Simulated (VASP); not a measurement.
Runs of VASP 6.6.1 on TiC (rocksalt type). The structure is that of space group Fm-3m (No. 225), or close to it. The cells are those of the table. 

```csv
task,spin,cell,cutoff (eV),smearing,k mesh for the DOS,occupations for the DOS,gap on the mesh (eV),pressure (GPa)
single point,off,"a = 3.001 Å, angles 60.0°, 2 atoms",520,fermi-dirac 0.05 eV,-,-,none,17.8
single point,"collinear, zero start","a = 3.064 Å, angles 60.0°, 2 atoms",520,fermi-dirac 0.025 eV,-,-,none,0.3
single point,off,"a = 2.510 Å, angles 60.0°, 2 atoms",520,fermi-dirac 0.05 eV,-,-,none,(a)
single point,off,"a = 2.844 Å, angles 60.0°, 2 atoms",520,fermi-dirac 0.05 eV,-,-,none,87.0
single point,off,"a = 2.746 Å, angles 60.0°, 2 atoms",520,fermi-dirac 0.05 eV,-,-,none,(b)
relaxation of cell and atoms,off,"relaxed from a = 3.047 Å, angles 60.0°, 2 atoms",600,fermi-dirac 0.05 eV,-,-,none,0.0
single point,off,"a = 3.064 Å, angles 60.0°, 2 atoms",520,fermi-dirac 0.05 eV,-,-,none,0.2
```

Alike in all rows: level PBE; potentials or basis VASP PAW PBE potentials, release 64 (Ti_sv, C); k mesh 15 × 15 × 15.

Question: Fill in the values left out.

Answer: (a) 467.8; (b) 156.3.

A gap of «none» marks levels without a gap at the run's occupations.
